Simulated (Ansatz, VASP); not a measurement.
PtS2: VASP beside Ansatz

```
CELL_PARAMETERS angstrom
3.57706 0.00000 0.00000
-1.78853 3.09783 0.00000
0.00000 0.00000 6.45840
ATOMIC_POSITIONS crystal
Pt 0.00000 0.00000 0.00000
S 0.66667 0.33333 0.80990
S 0.33333 0.66667 0.19010
```

Alike in both runs: task relaxation of cell and atoms; functional PBE; k mesh 9 × 9 × 4; occupations gaussian, width 0.02 eV; no spin polarisation.

|  | VASP | Ansatz |
| --- | --- | --- |
| version | VASP 6.6.1 | Ansatz 0.2.0 |
| potentials or method | VASP PAW PBE potentials, release 64 (Pt, S), cutoff 600 eV | scalar-relativistic, plane waves, PAW |
| valence electrons in the cell | 22 | 30 |

```csv
,VASP,Ansatz,Ansatz less VASP
"gap on the k mesh at the Fermi level, each at its own relaxed structure (eV)",1.56,1.56,-0.009
relaxed volume (Å³/atom),23.79,23.86,+0.068
relaxed cell length with the largest relative difference (Å),3.573,3.577,+0.0039
```

VASP's potentials hold 22 valence electrons a cell and Ansatz's 30, so a difference there can come from the potentials and not from the codes.

Spin-orbit coupling is off throughout.
